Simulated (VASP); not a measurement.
Here is a VASP 6.6.1 calculation.

Contents of INCAR:

```
ALGO = Normal
EDIFF = 1E-6
ENCUT = 600
GGA = CA
GGA_COMPAT = F
ISIF = 2
ISMEAR = 0
LASPH = T
LCHARG = F
LREAL = F
LWAVE = F
NBANDS = 11
NELM = 120
PREC = Accurate
SIGMA = 0.02
```

KPOINTS

```
k-points
0
Gamma
  10 10 10
```

The input POSCAR:

```
AlN
1.0
    0.0000000000      2.0050835826      2.0050835826
    2.0050835826      0.0000000000      2.0050835826
    2.0050835826      2.0050835826      0.0000000000
Al N
1 1
Direct
    0.5000000000      0.5000000000      0.5000000000
    0.0000000000      0.0000000000      0.0000000000
```

Potentials or basis: VASP PAW LDA potentials, release 64 (Al, N).

Launch:

```console
$ cat potpaw_LDA.64/Al/POTCAR potpaw_LDA.64/N/POTCAR > POTCAR
$ mpirun -np 1 vasp_std > vasp.out
```

Question: Estimate the pressure.

Answer: 0.7 GPa.

Question: Predict the band gap on the k mesh.

Answer: 4.70 eV, indirect (least direct gap 6.13 eV).

A k mesh can miss the band edges. As with any semilocal functional, this LDA gap is likely too small.
